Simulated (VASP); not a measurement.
Write the native input for VASP 6.6.1 that does the following.

* Task: single point
* Functional: PBEsol
* Potentials or basis: VASP PAW PBE potentials, release 64 (Cd, F)
* Cutoff: 520 eV
* k mesh: 7 × 7 × 7
* Occupations: gaussian, width 0.05 eV
* Spin: no spin polarisation
* Dipole correction: no
* Further INCAR settings: ALGO = Normal; EDIFF = 1e-06; NBANDS = 20

The structure of CdF2 lies in POSCAR:

```
CdF2
1.0
    0.0000000000      2.6940000000      2.6940000000
    2.6940000000      0.0000000000      2.6940000000
    2.6940000000      2.6940000000      0.0000000000
Cd F
1 2
Direct
    0.0000000000      0.0000000000      0.0000000000
    0.7500000000      0.7500000000      0.7500000000
    0.2500000000      0.2500000000      0.2500000000
```

These files were run (other wordings do the same):

INCAR

```
SYSTEM = CdF2
ALGO = Normal
EDIFF = 1E-6
ENCUT = 520
GGA = PS
ISIF = 2
ISMEAR = 0
LASPH = .True.
LCHARG = .True.
LELF = .True.
LREAL = .False.
LVHAR = .True.
LWAVE = .False.
NBANDS = 20
NELM = 100
PREC = Accurate
SIGMA = 0.05
```

KPOINTS

```
k-points
0
Gamma
  7 7 7
  0 0 0
```

Potentials or basis: VASP PAW PBE potentials, release 64 (Cd, F).

Launch:

```console
$ cat potpaw_PBE.64/Cd/POTCAR potpaw_PBE.64/F/POTCAR > POTCAR
$ mpirun -np 1 vasp_std > vasp.out
```

Results of the run:

```json
{
  "Pressure": "0.5 GPa",
  "Band gap on the k mesh": "2.96 eV (least direct gap 3.39 eV)"
}
```

Caveat: the PAW data sets were made with another functional, which shifts forces and pressure a little; an odd mesh through Γ misses points on the zone boundary, where band edges can lie.

It took 20 s on 1 thread of AMD EPYC 7R43 64-Core Processor (Zen 3), with other jobs on the host, peak memory 0.12 GiB.
